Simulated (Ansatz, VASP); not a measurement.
# One calculation of CdS, two programs

```xyz
2
Lattice="4.1908 0.0000 0.0000 2.0954 3.6293 0.0000 2.0954 1.2098 3.4217" Properties=species:S:1:pos:R:3 pbc="T T T"
Cd    0.0000    0.0000    0.0000
S     2.0954    1.2098    0.8554
```

Alike in both runs: functional PBE; k mesh 6 × 6 × 6; no spin polarisation.

Ansatz relaxed the structure, and its values are those at the end. VASP's run is a single point on that final structure, the one shown.

```csv
,VASP,Ansatz
version,VASP 6.6.1,Ansatz 0.2.0
potentials or method,"VASP PAW PBE potentials, release 64 (Cd, S)","plane waves, PAW"
plane-wave cutoff (eV),520,420
occupations,"methfessel-paxton of order 1, width 0.1 eV",methfessel-paxton of order 1
valence electrons in the cell,18,26
```

Ansatz gave:

```
pressure (GPa) : 0.0
```

Estimate VASP's values.

pressure (GPa): 0.3.

VASP's potentials hold 18 valence electrons a cell and Ansatz's 26, so a difference there can come from the potentials and not from the codes.
